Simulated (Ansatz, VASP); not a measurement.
## Two plane-wave programs on BAs

The input INCAR:

```
PREC = Accurate
ENCUT = 520
EDIFF = 1E-6
ISMEAR = -1
SIGMA = 0.02
LREAL = F
LASPH = T
NELM = 80
ALGO = Normal
ISIF = 2
LWAVE = F
LCHARG = F
GGA = PE
IBRION = 2
NSW = 80
EDIFFG = -0.02
```

The input KPOINTS:

```
regular mesh
0
Gamma
  16 16 16
```

File POSCAR:

```
BAs
1.0
    0.0000000000      2.3885000000      2.3646150000
    2.3885000000      0.0000000000      2.3646150000
    2.3885000000      2.3885000000      0.0000000000
B As
1 1
Direct
    0.0000000000      0.0000000000      0.0000000000
    0.2500000000      0.2500000000      0.2500000000
```

Input for Ansatz:

```yaml
crystal:
  lattice:
    - [0.0, 2.3885, 2.364615]
    - [2.3885, 0.0, 2.364615]
    - [2.3885, 2.3885, 0.0]
  atoms:
    - { symbol: B, position: [0.0, 0.0, 0.0] }
    - { symbol: As, position: [0.25, 0.25, 0.25] }
kpoints:
  mp_grid: { grid: [16, 16, 16] }
scf:
  occupations: { method: fermi_dirac, width: 0.02 }
hamiltonian:
  xc: pbe
  pseudopotentials: { kind: paw }
output:
  forces: true
  stress: true
  populations: true
  efg:
    quadrupole_moments_barn: { B: 0.04059, As: 0.311 }
    contact_densities: true
relax:
  f_tol: 0.02
  max_steps: 60
```

Change from the starting cell: z stretched by -1 %, ions relaxed.

Alike in both runs: task relaxation of the atoms; functional PBE; k mesh 16 × 16 × 16; occupations fermi-dirac, width 0.02 eV; no spin polarisation.

```csv
,VASP,Ansatz
version,VASP 6.6.1,Ansatz 0.2.0
potentials or method,"VASP PAW PBE potentials, release 64 (B, As)","plane-wave PAW, scalar-relativistic"
plane-wave cutoff (eV),520,420
valence electrons in the cell,8,18
```

```tsv
	VASP	Ansatz	Ansatz less VASP
gap on the k mesh at the Fermi level, each at its own relaxed structure (eV)	1.03	1.04	+0.008
```

VASP's potentials hold 8 valence electrons a cell and Ansatz's 18, so a difference there can come from the potentials and not from the codes. Ansatz's warnings: stress scf threshold loose.

Noted on VASP's run: the relaxation stopped at its first step, so nothing moved.
